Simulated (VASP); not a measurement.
Crystal: PbS.

```xyz
2
Lattice="0.0000 2.9257 2.9257 2.9257 0.0000 2.9257 2.9257 2.9257 0.0000" Properties=species:S:1:pos:R:3 pbc="T T T"
Pb    0.0000    0.0000    0.0000
S     2.9257    2.9257    2.9257
```

Base run:

* Program: VASP 6.6.1
* Functional: LDA
* Potentials or basis: VASP PAW LDA potentials, release 64 (Pb_d, S)
* Cutoff: 520 eV
* k mesh: 8 × 8 × 8
* Occupations: fermi-dirac, width 0.05 eV
* Spin: no spin polarisation

Its results: band gap on the k mesh 0.05 eV; pressure -0.2 GPa.

Question: The run is repeated on the same cell with these changes: functional from LDA to RPBE; potentials or basis from VASP PAW LDA potentials, release 64 (Pb_d, S) to VASP PAW PBE potentials, release 64 (Pb_d, S). What comes out?

Answer: Band gap on the k mesh 0.30 eV; pressure 6.9 GPa.

Caveats: spin-orbit coupling is left out, which moves the levels of the heavy elements; the cell stands under pressure (at least some runs); the PAW data sets were made with another functional, which shifts forces and pressure a little (at least some runs).

A k mesh can miss the band edges.
